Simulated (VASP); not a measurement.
Input of a VASP 6.6.1 run:

Contents of INCAR:

```
  PREC = Accurate
  ENCUT = 520
  EDIFF = 1E-7
  ISMEAR = 0
  SIGMA = 0.1
  LREAL = False
  LASPH = True
  NELM = 60
  ALGO = Normal
  ISIF = 2
  LWAVE = False
  LCHARG = True
  LDIPOL = True
  IDIPOL = 3
  DIPOL = 0.5 0.5 0.420
  GGA = PE
  LELF = True
  LVHAR = True
  LVACPOTAV = True
  NBANDS = 25
```

Contents of KPOINTS:

```
Automatic mesh
0
Gamma
  9 9 1
```

Contents of POSCAR:

```
Al9H
1.0
    2.8535431556      0.0000000000      0.0000000000
   -1.4267715778      2.4712408635      0.0000000000
    0.0000000000      0.0000000000     34.2605580981
Al H
9 1
Direct
    0.3333333334      0.6666666667      0.1167523304
    0.0000000000      0.0000000000      0.1852090274
    0.6666666667      0.3333333333      0.2536657244
    0.0000000000      0.0000000000      0.3221224214
    0.3333333334      0.6666666667      0.3899858430
    0.0000000000      0.0000000000      0.4578168584
    0.6666666667      0.3333333333      0.5268325047
    0.0000000000      0.0000000000      0.5950901730
    0.4909226828      0.9818453656      0.6639258115
    1.1666666666      1.3333333333      0.6932227331
```

Potentials or basis: VASP PAW PBE potentials, release 64 (Al, H).

Run with:

```console
$ cat potpaw_PBE.64/Al/POTCAR potpaw_PBE.64/H/POTCAR > POTCAR
$ mpirun -np 1 vasp_std > vasp.out
```

Task: Predict the band gap on the k mesh.

Result: Zero (bands 14 and 15 overlap by 3.70 eV).

Task: Predict the largest force.

Result: 0.099 eV/Å.

Forces on the atoms (eV/Å):
```
Al   0.000  0.004 -0.003
Al   0.000 -0.001  0.057
Al   0.000  0.002 -0.037
Al   0.000  0.011 -0.056
Al   0.000  0.003  0.099
Al   0.000 -0.053 -0.016
Al   0.000  0.040 -0.046
Al   0.000 -0.087  0.002
Al   0.000 -0.006  0.003
H    0.000  0.088 -0.002
```
